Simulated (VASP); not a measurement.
Write the native input for VASP 6.6.1 that does the following.

```yaml
Task: single point
Functional: PBEsol
Potentials_or_basis: VASP PAW PBE potentials, release 64 (Zn)
Cutoff: 520 eV
k_mesh: 22 × 22 × 22
Occupations: gaussian, width 0.15 eV
Spin: no spin polarisation
Dipole_correction: no
Further_INCAR_settings: ALGO = Fast; EDIFF = 1e-07; NBANDS = 12
```

The structure of Zn lies in POSCAR:

```
Zn
1.0
   -1.5690370000      1.5690370000      1.5219658900
    1.5690370000     -1.5690370000      1.5219658900
    1.5690370000      1.5690370000     -1.5219658900
Zn
1
Direct
    0.0000000000      0.0000000000      0.0000000000
```

This cell differs from its parent crystal: strain +0.000 along x and y, -0.030 along z.

One way to write it, as run:

INCAR

```
SYSTEM = Zn
ALGO     = Fast           ! electronic algorithm
EDIFF    = 1E-7           ! SCF threshold, eV
ENCUT    = 520            ! plane-wave cutoff, eV
GGA      = PS             ! functional
ISIF     = 2              ! what is computed and relaxed
ISMEAR   = 0              ! smearing method
LASPH    = .True.         ! aspherical terms in the spheres
LCHARG   = .False.        ! write CHGCAR
LREAL    = .False.        ! projectors in reciprocal space
LWAVE    = .False.        ! write WAVECAR
NBANDS   = 12             ! bands
NELM     = 100            ! most SCF steps
PREC     = Accurate       ! precision mode
SIGMA    = 0.15           ! smearing width, eV
```

KPOINTS

```
k-points
0
Gamma
  22 22 22
  0 0 0
```

Potentials or basis: VASP PAW PBE potentials, release 64 (Zn).

The run is started by

```console
$ cat potpaw_PBE.64/Zn/POTCAR > POTCAR
$ mpirun -np 1 vasp_std > vasp.out
```

Results of the run:

```yaml
Pressure: -2.9 GPa
Band_gap_on_the_k_mesh: zero (band 6 reaches 7.04 eV, above the bottom of band 7 at 1.99 eV)
```

Caveat: the cell differs from its parent crystal (strain +0.000 along x and y, -0.030 along z); the PAW data sets were made with another functional, which shifts forces and pressure a little.

Wall time 110 s on 1 thread of AMD EPYC 7R43 64-Core Processor (Zen 3), on a shared host, peak memory 0.21 GiB.
